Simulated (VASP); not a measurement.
# Zr in VASP: further runs

Runs on Zr. Level: PBE. Tasks: single point.

All numbers are computed with VASP 6.6.1; they aren't measurements. Logs are shortened: lines on timing, memory, paths and dates and some standing lists are left out, and cuts for length are marked.

## (1) The cell of the first run

The cell holds a wire or tube with vacuum around it, 1 atom: a = 9.000 Å, b = 9.300 Å, c = 2.531 Å, α = 90.00°, β = 90.00°, γ = 90.00°.

## (2) Single point, PBE, collinear spin

Input file INCAR:

```
PREC = Accurate ; ENCUT = 520
EDIFF = 1E-6 ; ISMEAR = 0
SIGMA = 0.05 ; LREAL = F
LASPH = T ; NELM = 150
ALGO = Normal ; ISIF = 2
LWAVE = F ; LCHARG = T
ISPIN = 2 ; MAGMOM = 1.5
LORBIT = 11 ; LMAXMIX = 4
GGA = PE ; LELF = T
LVHAR = T ; NBANDS = 16
```

Input file KPOINTS:

```
regular mesh
0
Gamma
  1 1 22
```

Input file POSCAR:

```
Zr
1.0
    9.0000000000      0.0000000000      0.0000000000
    0.0000000000      9.3000000000      0.0000000000
    0.0000000000      0.0000000000      2.5312013183
Zr
1
Direct
    0.5000000000      0.5000000000      0.0000000000
```

Potentials or basis: VASP PAW PBE potentials, release 64 (Zr_sv).

Launch:

```console
cat potpaw_PBE.64/Zr_sv/POTCAR > POTCAR
mpirun -np 1 vasp_std > vasp.out
```

OUTCAR:

```text
PREC = Accurate
   ENCUT = 520
   EDIFF = 1E-6
   ISMEAR = 0
   LREAL = F
   LASPH = T
   NELM = 150
   ISIF = 2
   ISPIN = 2
   LORBIT = 11
   GGA = PE

 ion  position               nearest neighbor table
   1  0.500  0.500  0.000-

  LATTYP: Found a simple orthorhombic cell.
 ALAT       =     2.5312013183
 B/A-ratio  =     3.5556239383
 C/A-ratio  =     3.6741447362

  Lattice vectors:

 A1 = (   0.0000000000,   0.0000000000,   2.5312013183)
 A2 = (   9.0000000000,   0.0000000000,   0.0000000000)
 A3 = (   0.0000000000,   9.3000000000,   0.0000000000)

Analysis of symmetry for initial positions (statically):
=====================================================================
 Subroutine PRICEL returns:
 Original cell was already a primitive cell.

 Routine SETGRP: Setting up the symmetry group for a
 simple orthorhombic supercell.

 Subroutine GETGRP returns: Found  8 space group operations
 (whereof  8 operations were pure point group operations)
 out of a pool of  8 trial point group operations.

The static configuration has the point symmetry D_2h.

Analysis of symmetry for dynamics (positions and initial velocities):
=====================================================================
 Subroutine PRICEL returns:
 Original cell was already a primitive cell.

 Routine SETGRP: Setting up the symmetry group for a
 simple orthorhombic supercell.

 Subroutine GETGRP returns: Found  8 space group operations
 (whereof  8 operations were pure point group operations)
 out of a pool of  8 trial point group operations.

The dynamic configuration has the point symmetry D_2h.

Analysis of structural, dynamic, and magnetic symmetry:
=====================================================================
 Subroutine PRICEL returns:
 Original cell was already a primitive cell.

 Routine SETGRP: Setting up the symmetry group for a
 simple orthorhombic supercell.

 Subroutine GETGRP returns: Found  8 space group operations
 (whereof  8 operations were pure point group operations)
 out of a pool of  8 trial point group operations.

The overall configuration has the point symmetry D_2h.

 Subroutine INISYM returns: Found  8 space group operations
 (whereof  8 operations are pure point group operations),
 and found     1 'primitive' translations

----------------------------------------------------------------------------------------

                                     Primitive cell

  volume of cell :     211.8616

  direct lattice vectors                    reciprocal lattice vectors
     9.000000000  0.000000000  0.000000000     0.111111111  0.000000000  0.000000000
     0.000000000  9.300000000  0.000000000     0.000000000  0.107526882  0.000000000
     0.000000000  0.000000000  2.531201318     0.000000000  0.000000000  0.395069326

  length of vectors
     9.000000000  9.300000000  2.531201318     0.111111111  0.107526882  0.395069326

  position of ions in fractional coordinates (direct lattice)
     0.500000000  0.500000000  0.000000000

  ion indices of the primitive-cell ions
   primitive index   ion index
                 1           1

----------------------------------------------------------------------------------------

 KPOINTS: regular mesh

Automatic generation of k-mesh.
 Grid dimensions read from file:
 generate k-points for:    1    1   22

 Generating k-lattice:

  Cartesian coordinates                     Fractional coordinates (reciprocal lattice)
     0.111111111  0.000000000  0.000000000     1.000000000  0.000000000  0.000000000
     0.000000000  0.107526882  0.000000000     0.000000000  1.000000000  0.000000000
     0.000000000  0.000000000  0.017957697     0.000000000  0.000000000  0.045454545

  Length of vectors
     0.111111111  0.107526882  0.017957697

  Shift w.r.t. Gamma in fractional coordinates (k-lattice)
     0.000000000  0.000000000  0.000000000

 Subroutine IBZKPT returns following result:
 ===========================================

 Found     12 irreducible k-points:

 Following reciprocal coordinates:
            Coordinates               Weight
  0.000000  0.000000  0.000000      1.000000
  0.000000  0.000000  0.045455      2.000000
  0.000000  0.000000  0.090909      2.000000
  0.000000  0.000000  0.136364      2.000000
  0.000000  0.000000  0.181818      2.000000
  0.000000  0.000000  0.227273      2.000000
  0.000000  0.000000  0.272727      2.000000
  0.000000  0.000000  0.318182      2.000000
  0.000000  0.000000  0.363636      2.000000
  0.000000  0.000000  0.409091      2.000000
  0.000000  0.000000  0.454545      2.000000
  0.000000  0.000000  0.500000      1.000000
   k-points           NKPTS =     12   k-points in BZ     NKDIM =     12   number of bands    NBANDS=     16
   number of dos      NEDOS =    301   number of ions     NIONS =      1
   total plane-waves  NPLWV =  98000
   dimension x,y,z NGX =    70 NGY =   70 NGZ =   20
   dimension x,y,z NGXF=   140 NGYF=  140 NGZF=   40
   ions per type =               1
   NGX,Y,Z   is equivalent  to a cutoff of  12.93, 12.51, 13.14 a.u.
   NGXF,Y,Z  is equivalent  to a cutoff of  25.86, 25.03, 26.27 a.u.
 SYSTEM =  unknown system
   PREC   = accura    normal or accurate (medium, high low for compatibility)
   ISTART =      0    job   : 0-new  1-cont  2-samecut
   ICHARG =      2    charge: 1-file 2-atom 10-const
   ISPIN  =      2    spin polarized calculation?
   LNONCOLLINEAR =      F non collinear calculations
   LSORBIT =      F    spin-orbit coupling
   LASPH  =      T    aspherical Exc in radial PAW
   ENCUT  =  520.0 eV  38.22 Ry    6.18 a.u.  16.73 17.29  4.71*2*pi/ulx,y,z
   NELM   =    150;   NELMIN=  2; NELMDL= -5     # of ELM steps
   EDIFF  = 0.1E-05   stopping-criterion for ELM
   LREAL  =      F    real-space projection
   EDIFFG = 0.1E-04   stopping-criterion for IOM
   NSW    =      0    number of steps for IOM
   IBRION =     -1    ionic relax: 0-MD 1-quasi-New 2-CG
   NFREE  =      0    steps in history (QN), initial steepest desc. (CG)
   ISIF   =      2    stress and relaxation
   ISYM   =      2    0-nonsym 1-usesym 2-fastsym
   POTIM  = 0.5000    time-step for ionic-motion
   TEBEG  =    0.0;   TEEND  =   0.0 temperature during run
   PSTRESS=    0.0 pullay stress
   NELECT =      12.0000    total number of electrons
   NUPDOWN=      -1.0000    fix difference up-down
   EMIN   =  10.00;   EMAX   =-10.00  energy-range for DOS
   EFERMI =   0.00;   METHOD = LEGACY
   ISMEAR =     0;   SIGMA  =   0.05  broadening in eV -4-tet -1-fermi 0-gaus
   EFERMI_NEDOS =   21; number of points for ismear=-14 and -15
   IALGO  =     38    algorithm
   IMIX   =      4    mixing-type and parameters
     AMIX     =   0.40;   BMIX     =  1.00
     AMIX_MAG =   1.60;   BMIX_MAG =  1.00
  volume/ion in A,a.u.               =     211.86      1429.71
  Fermi-wavevector in a.u.,A,eV,Ry     =   0.628711  1.188092  5.378081  0.395278
  Thomas-Fermi vector in A             =   1.690750
   LORBIT       =     11    0 simple, 1 ext, 2 COOP (PROOUT), +10 PAW based schemes
   GGA     = PE    functional components
   LHFCALC =     F    Hartree Fock is set to
   AEXX    =    0.0000 exact exchange contribution
   IVDW    =     0    specifies the selected vdW correction
   LEPSILON=     F    determine dielectric tensor
   LRPA    =     F    only Hartree local field effects (RPA)
 spin polarized calculation
 Gauss-broadening in eV      SIGMA  =   0.05
  energy-cutoff  :      520.00
  volume of cell :      211.86
 maximum number of plane-waves:      5733
 NGX is ok and might be reduce to    70
   NGX = 33   NGY = 35   NGZ =  9

 number of electron      12.0000000 magnetization       0.7253176

 Free energy of the ion-electron system (eV)
  ---------------------------------------------------
  ext. energy  EPLUGINS =         0.00000000
  ---------------------------------------------------
  free energy    TOTEN  =        -4.77792899 eV

  energy without entropy =       -4.77734987  energy(sigma->0) =       -4.77763943

 E-fermi :  -2.1381     XC(G=0):  -2.8695

 val. band max:       -2.2071336431   @ k =   0.0000   0.0000   0.0909
 cond. band min:      -2.0643459777   @ k =   0.0000   0.0000   0.1364
 fundamental gap:      0.1427876654
 Fermi energy:        -2.1380800230

 spin component 1

 k-point     1 :       0.0000    0.0000    0.0000
  band No.  band energies     occupation
      1     -51.5640      1.00000
      2     -29.7801      1.00000
      3     -29.7789      1.00000
      4     -27.5050      1.00000
      5      -4.7006      1.00000
      6      -3.4565      1.00000
[... 8 lines left out ...]
     15       3.2812      0.00000
     16       3.5277      0.00000
[... 191 lines left out ...]
 k-point    12 :       0.0000    0.0000    0.5000
  band No.  band energies     occupation
      1     -51.0252      1.00000
      2     -30.7031      1.00000
      3     -29.3332      1.00000
      4     -29.3320      1.00000
      5      -3.9668      1.00000
      6      -3.9651      1.00000
[... 8 lines left out ...]
     15       6.7330      0.00000
     16       6.8212      0.00000
 Fermi energy:        -2.1380800230

 spin component 2

 k-point     1 :       0.0000    0.0000    0.0000
  band No.  band energies     occupation
      1     -51.3297      1.00000
      2     -29.4314      1.00000
      3     -29.4311      1.00000
      4     -27.3475      1.00000
      5      -4.4610      1.00000
      6      -3.0807      1.00000
[... 8 lines left out ...]
     15       3.6128      0.00000
     16       3.6259      0.00000
[... 191 lines left out ...]
 k-point    12 :       0.0000    0.0000    0.5000
  band No.  band energies     occupation
      1     -50.7865      1.00000
      2     -30.5531      1.00000
      3     -28.9841      1.00000
      4     -28.9838      1.00000
      5      -3.6201      1.00000
      6      -3.6193      1.00000
[... 8 lines left out ...]
     15       6.8741      0.00000
     16       6.9340      0.00000

------------------------ aborting loop because EDIFF is reached ----------------------------------------

  FORCE on cell =-STRESS in cart. coord.  units (eV):
  Direction    XX          YY          ZZ          XY          YZ          ZX
  --------------------------------------------------------------------------------------
  -------------------------------------------------------------------------------------
  Total       -0.1218104     -0.0942585      0.0505539      0.0000000      0.0000000      0.0000000
  in kB       -0.9211762     -0.7128187      0.3823078      0.0000000      0.0000000      0.0000000
  external PRESSURE =      -0.4172290 kB  Pullay stress =       0.0000000 kB

 VOLUME and BASIS-vectors are now :
 -----------------------------------------------------------------------------
  energy-cutoff  :      520.00
  volume of cell :      211.86
      direct lattice vectors                 reciprocal lattice vectors
     9.000000000  0.000000000  0.000000000     0.111111111  0.000000000  0.000000000
     0.000000000  9.300000000  0.000000000     0.000000000  0.107526882  0.000000000
     0.000000000  0.000000000  2.531201318     0.000000000  0.000000000  0.395069326

 POSITION                                       TOTAL-FORCE (eV/Angst)
 -----------------------------------------------------------------------------------
      4.50000      4.65000      0.00000         0.000000      0.000000      0.000000
 -----------------------------------------------------------------------------------
    total drift:                                0.000000      0.000000      0.000000

  FREE ENERGIE OF THE ION-ELECTRON SYSTEM (eV)
  ---------------------------------------------------
  free  energy   TOTEN  =        -4.7779289893 eV

  energy  without entropy=       -4.7773498666  energy(sigma->0) =       -4.77763943

 total charge

# of ion       s       p       d       tot
------------------------------------------
    1        2.241   5.875   1.968  10.083

 magnetization (x)

# of ion       s       p       d       tot
------------------------------------------
    1        0.015   0.006   0.362   0.383
```

Run time: 2.9 min. Hardware: 1 thread of Intel Xeon 8259CL, shared host; peak memory 0.37 GiB.

Results:

```yaml
Free_energy: -4.7779 eV
Net_moment: 0.73 μB per cell
Site_moments: Zr +0.38 μB
Valence_electrons_inside_the_program's_atomic_spheres: Zr 10.08
```

## (3) Single point, PBE, collinear spin

This run uses another cell than the first one.

Input file INCAR:

```
ALGO = Fast
EDIFF = 1E-7
ENCUT = 520
GGA = PE
ISIF = 2
ISMEAR = 0
ISPIN = 2
LASPH = True
LCHARG = False
LMAXMIX = 4
LORBIT = 11
LREAL = False
LWAVE = False
MAGMOM = 1.5
NBANDS = 16
NELM = 150
PREC = Accurate
SIGMA = 0.05
```

Input file KPOINTS:

```
k-points
0
Gamma
  1 1 22
```

POSCAR: that of step 2 with these lines changed.

```diff
@@ -4,3 +4,3 @@
     0.0000000000      9.3000000000      0.0000000000
-    0.0000000000      0.0000000000      2.5312013183
+    0.0000000000      0.0000000000      2.8810283204
 Zr
```

Potentials or basis: VASP PAW PBE potentials, release 64 (Zr_sv).

Launch:

```console
cat potpaw_PBE.64/Zr_sv/POTCAR > POTCAR
mpirun -np 1 vasp_std > vasp.out
```

Run time: 21 min. Hardware: 1 thread of Intel Xeon 8259CL, shared host; peak memory 0.44 GiB.

The run converged. Its results:

- Free energy: -4.4531 eV
- Net moment: 0.70 μB per cell
- Site moments: Zr +0.38 μB
- Valence electrons inside the program's atomic spheres: Zr 9.80

Levels at points of the mesh, in eV from the Fermi level:
Spin up:
```tsv
k point	band 3	band 4	band 5	band 6	band 7	band 8	band 9	band 10
(0.00, 0.00, 0.00)	-28.06	-26.74	-2.67	-0.76	-0.27	0.04	1.13	1.16
(0.00, 0.00, 0.50)	-27.92	-27.92	-1.12	-1.12	0.93	1.25	1.39	2.84
```
Spin down:
| k point | band 4 | band 5 | band 6 | band 7 | band 8 | band 9 |
| --- | --- | --- | --- | --- | --- | --- |
| (0.00, 0.00, 0.00) | -26.54 | -2.42 | -0.39 | 0.25 | 0.39 | 1.42 |
| (0.00, 0.00, 0.50) | -27.60 | -0.83 | -0.83 | 1.47 | 1.66 | 1.87 |
